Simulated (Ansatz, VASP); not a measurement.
**Si: VASP beside Ansatz**

INCAR

```
ALGO     = Normal         # electronic algorithm
EDIFF    = 1E-8           # SCF threshold, eV
ENCUT    = 520            # plane-wave cutoff, eV
GGA      = PE             # functional
ISIF     = 2              # what is computed and relaxed
ISMEAR   = -1             # smearing method
LASPH    = T              # aspherical terms in the spheres
LCHARG   = F              # write CHGCAR
LEFG     = T            
LREAL    = F              # projectors in reciprocal space
LWAVE    = F              # write WAVECAR
NBANDS   = 11             # bands
NELM     = 100            # most SCF steps
PREC     = Accurate       # precision mode
SIGMA    = 0.08           # smearing width, eV
```

KPOINTS

```
k-points
0
Gamma
  11 11 11
```

Contents of POSCAR:

```
Si
1.0
    0.0543094000      2.7426247000      2.7426247000
    2.7426247000      0.0543094000      2.7426247000
    2.7426247000      2.7426247000      0.0543094000
Si
2
Direct
    0.5000000000      0.5000000000      0.5000000000
    0.7500000000      0.7500000000      0.7500000000
```

Input for Ansatz:

```yaml
crystal:
  lattice:
    - [0.0543094, 2.7426247, 2.7426247]
    - [2.7426247, 0.0543094, 2.7426247]
    - [2.7426247, 2.7426247, 0.0543094]
  atoms:
    - { symbol: Si, position: [0.5, 0.5, 0.5] }
    - { symbol: Si, position: [0.75, 0.75, 0.75] }
kpoints:
  mp_grid: { grid: [11, 11, 11] }
scf:
  occupations: { method: fermi_dirac, width: 0.08 }
hamiltonian:
  xc: pbe
  pseudopotentials: { kind: all_electron, datasets: crystal }
output:
  forces: true
  stress: true
  eigenvalues: true
  efg: { contact_densities: true }
```

Change from the starting cell: equal xy, yz and zx shear strains of +2 %, crystal datasets.

Alike in both runs: task electric field gradients; functional PBE; k mesh 11 × 11 × 11; occupations fermi-dirac, width 0.08 eV; no spin polarisation.

|  | VASP | Ansatz |
| --- | --- | --- |
| version | VASP 6.6.1 | Ansatz 0.2.0 |
| potentials or method | VASP PAW PBE potentials, release 64 (Si), cutoff 520 eV | all-electron PAW with datasets made for the crystal, scalar-relativistic |

|  | VASP | Ansatz | Ansatz less VASP |
| --- | --- | --- | --- |
| pressure (GPa) | 2.1 | 2.1 | +0.04 |
| traceless stress, the component that is largest in VASP (GPa) | -2.02 | -2.01 | +0.008 |
| rms of the force components (eV/Å) | 0.180 | 0.182 | +0.0012 |
| size of Vzz on the site where it differs most (V/Å²) | 8.0 | 7.6 | -0.34 |

Atom by atom the forces differ by 0.001 eV/Å (rms over components). Ansatz ran all-electron here, and VASP with PAW potentials.
